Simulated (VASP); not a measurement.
# BeS (F-43m) in VASP: electric field gradients with PBE

Aim: the electric field gradients of BeS with PBE.

Program: VASP 6.6.1. These are calculated values, not measurements. Logs are shortened: lines on timing, memory, paths and dates and some standing lists are left out, and cuts for length are marked.

### 1 The cell of the first run

It takes space group F-43m (No. 216, cubic). The conventional cell has a = 4.870 Å, b = 4.870 Å, c = 4.870 Å, α = 90.00°, β = 90.00°, γ = 90.00°. Within 2.8 Å of Be (site symmetry -43m) lie 4 S at 2.11 Å. S (site symmetry -43m) has 4 Be at 2.11 Å within 2.8 Å.

### 2 Electric field gradients, PBE

The input, INCAR:

```
PREC = Accurate ; ENCUT = 520
EDIFF = 1E-8 ; ISMEAR = 0
SIGMA = 0.1 ; LREAL = False
LASPH = True ; NELM = 60
ALGO = Normal ; ISIF = 2
LWAVE = False ; LCHARG = False
GGA = PE ; LEFG = True
NBANDS = 11
```

The input, KPOINTS:

```
regular mesh
0
Gamma
  8 8 8
```

The input, POSCAR:

```
BeS
1.0
    0.0000000000      2.4351516489      2.4351516489
    2.4351516489      0.0000000000      2.4351516489
    2.4351516489      2.4351516489      0.0000000000
Be S
1 1
Direct
    0.3020000000      0.8900000000      0.3310000000
    1.0520000000      1.6400000000      1.0810000000
```

Potentials or basis: VASP PAW PBE potentials, release 64 (Be, S).

Started as:

```console
> cat potpaw_PBE.64/Be/POTCAR potpaw_PBE.64/S/POTCAR > POTCAR
> mpirun -np 1 vasp_std > vasp.out
```

OUTCAR:

```text
PREC = Accurate
   ENCUT = 520
   EDIFF = 1E-8
   ISMEAR = 0
   LREAL = False
   LASPH = True
   NELM = 60
   ISIF = 2
   GGA = PE

 ion  position               nearest neighbor table
   1  0.302  0.890  0.331-   2 2.11   2 2.11   2 2.11   2 2.11
   2  0.052  0.640  0.081-   1 2.11   1 2.11   1 2.11   1 2.11

  LATTYP: Found a face centered cubic cell.
 ALAT       =     4.8703032978

  Lattice vectors:

 A1 = (   0.0000000000,   2.4351516489,   2.4351516489)
 A2 = (   2.4351516489,   0.0000000000,   2.4351516489)
 A3 = (   2.4351516489,   2.4351516489,   0.0000000000)

Analysis of symmetry for initial positions (statically):
=====================================================================
 Subroutine PRICEL returns:
 Original cell was already a primitive cell.

 Routine SETGRP: Setting up the symmetry group for a
 face centered cubic supercell.

 Subroutine GETGRP returns: Found 24 space group operations
 (whereof  1 operations were pure point group operations)
 out of a pool of 48 trial point group operations.

The static configuration has the point symmetry C_1 .
 The point group associated with its full space group is T_d .

Analysis of symmetry for dynamics (positions and initial velocities):
=====================================================================
 Subroutine PRICEL returns:
 Original cell was already a primitive cell.

 Routine SETGRP: Setting up the symmetry group for a
 face centered cubic supercell.

 Subroutine GETGRP returns: Found 24 space group operations
 (whereof  1 operations were pure point group operations)
 out of a pool of 48 trial point group operations.

The dynamic configuration has the point symmetry C_1 .
 The point group associated with its full space group is T_d .

 Subroutine INISYM returns: Found 24 space group operations
 (whereof  1 operations are pure point group operations),
 and found     1 'primitive' translations

----------------------------------------------------------------------------------------

                                     Primitive cell

  volume of cell :      28.8807

  direct lattice vectors                    reciprocal lattice vectors
     0.000000000  2.435151649  2.435151649    -0.205326022  0.205326022  0.205326022
     2.435151649  0.000000000  2.435151649     0.205326022 -0.205326022  0.205326022
     2.435151649  2.435151649  0.000000000     0.205326022  0.205326022 -0.205326022

  length of vectors
     3.443824488  3.443824488  3.443824488     0.355635101  0.355635101  0.355635101

  position of ions in fractional coordinates (direct lattice)
     0.302000000  0.890000000  0.331000000
     0.052000000  0.640000000  0.081000000

  ion indices of the primitive-cell ions
   primitive index   ion index
                 1           1
                 2           2

----------------------------------------------------------------------------------------

 KPOINTS: regular mesh

Automatic generation of k-mesh.
 Grid dimensions read from file:
 generate k-points for:    8    8    8

 Generating k-lattice:

  Cartesian coordinates                     Fractional coordinates (reciprocal lattice)
    -0.025665753  0.025665753  0.025665753     0.125000000  0.000000000  0.000000000
     0.025665753 -0.025665753  0.025665753     0.000000000  0.125000000  0.000000000
     0.025665753  0.025665753 -0.025665753     0.000000000  0.000000000  0.125000000

  Length of vectors
     0.044454388  0.044454388  0.044454388

  Shift w.r.t. Gamma in fractional coordinates (k-lattice)
     0.000000000  0.000000000  0.000000000

 Subroutine IBZKPT returns following result:
 ===========================================

 Found     29 irreducible k-points:

 Following reciprocal coordinates:
            Coordinates               Weight
  0.000000  0.000000  0.000000      1.000000
  0.125000  0.000000  0.000000      8.000000
  0.250000  0.000000  0.000000      8.000000
  0.375000  0.000000  0.000000      8.000000
  0.500000  0.000000  0.000000      4.000000
  0.125000  0.125000  0.000000      6.000000
[... 16 lines left out ...]
  0.500000  0.250000  0.125000     48.000000
 -0.375000  0.250000  0.125000     24.000000
 [... further k-points ...]
   k-points           NKPTS =     29   k-points in BZ     NKDIM =     29   number of bands    NBANDS=     11
   number of dos      NEDOS =    301   number of ions     NIONS =      2
   total plane-waves  NPLWV =  21952
   dimension x,y,z NGX =    28 NGY =   28 NGZ =   28
   dimension x,y,z NGXF=    56 NGYF=   56 NGZF=   56
   ions per type =               1   1
   NGX,Y,Z   is equivalent  to a cutoff of  13.52, 13.52, 13.52 a.u.
   NGXF,Y,Z  is equivalent  to a cutoff of  27.03, 27.03, 27.03 a.u.
 SYSTEM =  unknown system
   PREC   = accura    normal or accurate (medium, high low for compatibility)
   ISTART =      0    job   : 0-new  1-cont  2-samecut
   ICHARG =      2    charge: 1-file 2-atom 10-const
   ISPIN  =      1    spin polarized calculation?
   LNONCOLLINEAR =      F non collinear calculations
   LSORBIT =      F    spin-orbit coupling
   LASPH  =      T    aspherical Exc in radial PAW
   ENCUT  =  520.0 eV  38.22 Ry    6.18 a.u.   6.40  6.40  6.40*2*pi/ulx,y,z
   NELM   =     60;   NELMIN=  2; NELMDL= -5     # of ELM steps
   EDIFF  = 0.1E-07   stopping-criterion for ELM
   LREAL  =      F    real-space projection
   EDIFFG = 0.1E-06   stopping-criterion for IOM
   NSW    =      0    number of steps for IOM
   IBRION =     -1    ionic relax: 0-MD 1-quasi-New 2-CG
   NFREE  =      0    steps in history (QN), initial steepest desc. (CG)
   ISIF   =      2    stress and relaxation
   ISYM   =      2    0-nonsym 1-usesym 2-fastsym
   POTIM  = 0.5000    time-step for ionic-motion
   TEBEG  =    0.0;   TEEND  =   0.0 temperature during run
   PSTRESS=    0.0 pullay stress
   NELECT =       8.0000    total number of electrons
   NUPDOWN=      -1.0000    fix difference up-down
   EMIN   =  10.00;   EMAX   =-10.00  energy-range for DOS
   EFERMI =   0.00;   METHOD = LEGACY
   ISMEAR =     0;   SIGMA  =   0.10  broadening in eV -4-tet -1-fermi 0-gaus
   EFERMI_NEDOS =   21; number of points for ismear=-14 and -15
   IALGO  =     38    algorithm
   IMIX   =      4    mixing-type and parameters
     AMIX     =   0.40;   BMIX     =  1.00
     AMIX_MAG =   1.60;   BMIX_MAG =  1.00
  volume/ion in A,a.u.               =      14.44        97.45
  Fermi-wavevector in a.u.,A,eV,Ry     =   1.067175  2.016668 15.495153  1.138862
  Thomas-Fermi vector in A             =   2.202783
   LORBIT       =      0    0 simple, 1 ext, 2 COOP (PROOUT), +10 PAW based schemes
   GGA     = PE    functional components
   LHFCALC =     F    Hartree Fock is set to
   AEXX    =    0.0000 exact exchange contribution
   IVDW    =     0    specifies the selected vdW correction
   LEPSILON=     F    determine dielectric tensor
   LRPA    =     F    only Hartree local field effects (RPA)
 non-spin polarized calculation
 Gauss-broadening in eV      SIGMA  =   0.10
  energy-cutoff  :      520.00
  volume of cell :       28.88
 maximum number of plane-waves:       791
 NGX is ok and might be reduce to    28
   NGX = 13   NGY = 13   NGZ = 13

 number of electron       8.0000000 magnetization

 Free energy of the ion-electron system (eV)
  ---------------------------------------------------
  ext. energy  EPLUGINS =         0.00000000
  ---------------------------------------------------
  free energy    TOTEN  =       -10.01319690 eV

  energy without entropy =      -10.01319690  energy(sigma->0) =      -10.01319690

 E-fermi :   4.5564     XC(G=0):  -9.6789

 val. band max:        4.0461157625   @ k =   0.0000   0.0000   0.0000
 cond. band min:       7.1846674435   @ k =   0.5000   0.5000   0.0000
 fundamental gap:      3.1385516810
 Fermi energy:         4.5564388123

 k-point     1 :       0.0000    0.0000    0.0000
  band No.  band energies     occupation
      1      -9.5630      2.00000
      2       4.0461      2.00000
      3       4.0461      2.00000
      4       4.0461      2.00000
      5       9.7207      0.00000
      6       9.7207      0.00000
      7       9.7207      0.00000
      8       9.8263      0.00000
      9      16.8352      0.00000
     10      16.8352      0.00000
     11      18.8211      0.00000
[... 309 lines left out ...]
 k-point    24 :      -0.3750    0.2500    0.1250
  band No.  band energies     occupation
      1      -7.7174      2.00000
      2      -1.1337      2.00000
      3       1.3100      2.00000
      4       2.2405      2.00000
      5      10.1513      0.00000
      6      10.6054      0.00000
      7      13.1260      0.00000
      8      14.5074      0.00000
      9      15.4506      0.00000
     10      19.2970      0.00000
     11      19.9276      0.00000

 [... further k-points ...]
[... 5 lines left out ...]
  --------------------------------------------------------------------------------------
  -------------------------------------------------------------------------------------
  Total        0.0623639      0.0623639      0.0623639      0.0000000      0.0000000      0.0000000
  in kB        3.4596783      3.4596783      3.4596783      0.0000000      0.0000000      0.0000000
  external PRESSURE =       3.4596783 kB  Pullay stress =       0.0000000 kB

 VOLUME and BASIS-vectors are now :
 -----------------------------------------------------------------------------
  energy-cutoff  :      520.00
  volume of cell :       28.88
      direct lattice vectors                 reciprocal lattice vectors
     0.000000000  2.435151649  2.435151649    -0.205326022  0.205326022  0.205326022
     2.435151649  0.000000000  2.435151649     0.205326022 -0.205326022  0.205326022
     2.435151649  2.435151649  0.000000000     0.205326022  0.205326022 -0.205326022

 POSITION                                       TOTAL-FORCE (eV/Angst)
 -----------------------------------------------------------------------------------
      2.97332      1.54145      2.90270        -0.000000      0.000000      0.000000
      1.75574      0.32388      1.68512         0.000000     -0.000000     -0.000000
 -----------------------------------------------------------------------------------
    total drift:                               -0.000000     -0.000000      0.000000

  FREE ENERGIE OF THE ION-ELECTRON SYSTEM (eV)
  ---------------------------------------------------
  free  energy   TOTEN  =       -10.0131969032 eV

  energy  without entropy=      -10.0131969032  energy(sigma->0) =      -10.01319690

 Electric field gradients (V/A^2)
---------------------------------------------------------------------
 ion       V_xx      V_yy      V_zz      V_xy      V_xz      V_yz
---------------------------------------------------------------------
   1       0.000     0.000    -0.000     0.000     0.000     0.000
   2      -0.000    -0.000     0.000     0.000     0.000     0.000
---------------------------------------------------------------------

 Electric field gradients after diagonalization (V/A^2)
 (convention: |V_zz| > |V_xx| > |V_yy|)
----------------------------------------------------------------------
 ion       V_xx      V_yy      V_zz     asymmetry (V_yy - V_xx)/ V_zz
----------------------------------------------------------------------
   1       0.000     0.000    -0.000       0.680
   2      -0.000    -0.000     0.001       0.318
----------------------------------------------------------------------

           NMR quadrupolar parameters

 Cq : quadrupolar parameter    Cq=e*Q*V_zz/h
 eta: asymmetry parameters     (V_yy - V_xx)/ V_zz
 Q  : nuclear electric quadrupole moment in mb (millibarn)
----------------------------------------------------------------------
 ion       Cq(MHz)       eta       Q (mb)
----------------------------------------------------------------------
   1      -0.000       0.680       1.000
   2       0.000       0.318       1.000
----------------------------------------------------------------------
```

Run time: 23 s. Hardware: 1 thread of Intel Xeon 6975P-C, shared host; peak memory 0.15 GiB.

What came out:

```yaml
Free_energy: -10.0132 eV
Pressure: 0.3 GPa
Band_gap_on_the_k_mesh: 3.14 eV, indirect (least direct gap 5.67 eV)
```

Levels at points of the mesh, in eV from the valence-band top:
| k point | band 1 | band 2 | band 3 | band 4 | band 5 | band 6 | band 7 | band 8 | band 9 |
| --- | --- | --- | --- | --- | --- | --- | --- | --- | --- |
| (0.00, 0.00, 0.00) | -13.61 | 0.00 | 0.00 | 0.00 | 5.67 | 5.67 | 5.67 | 5.78 | 12.79 |
| (0.50, 0.00, 0.00) | -12.03 | -5.71 | -1.02 | -1.02 | 5.43 | 6.57 | 6.57 | 11.15 | 14.88 |
| (0.50, 0.50, 0.00) | -11.50 | -4.96 | -2.60 | -2.60 | 3.14 | 4.93 | 12.68 | 12.68 | 15.39 |

Caveat: without QUAD_EFG the Cq values of the log hold for a quadrupole moment of 1 mb, not for the nuclei.
